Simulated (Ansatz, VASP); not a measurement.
One calculation of Ta, two programs

```
Ta
1.0
    -1.70458    1.70458    1.70458
     1.70458   -1.70458    1.70458
     1.70458    1.70458   -1.70458
Ta
1
Direct
  0.00000 0.00000 0.00000
```

Alike in both runs: task single point; functional PBE; k mesh 12 × 12 × 12; occupations fermi-dirac, width 0.1 eV; no spin polarisation.

|  | VASP | Ansatz |
| --- | --- | --- |
| version | VASP 6.6.1 | Ansatz 0.2.0 |
| potentials or method | VASP PAW PBE potentials, release 64 (Ta_pv), cutoff 520 eV | plane waves, PAW |
| valence electrons in the cell | 11 | 13 |

```csv
,VASP,Ansatz,Ansatz less VASP
pressure (GPa),-13.1,-13.1,-0.01
```

The functional is the same, so the differences come from potentials, cutoffs and numerics. VASP's potentials hold 11 valence electrons a cell and Ansatz's 13, so a difference there can come from the potentials and not from the codes.

Spin-orbit coupling is off throughout.
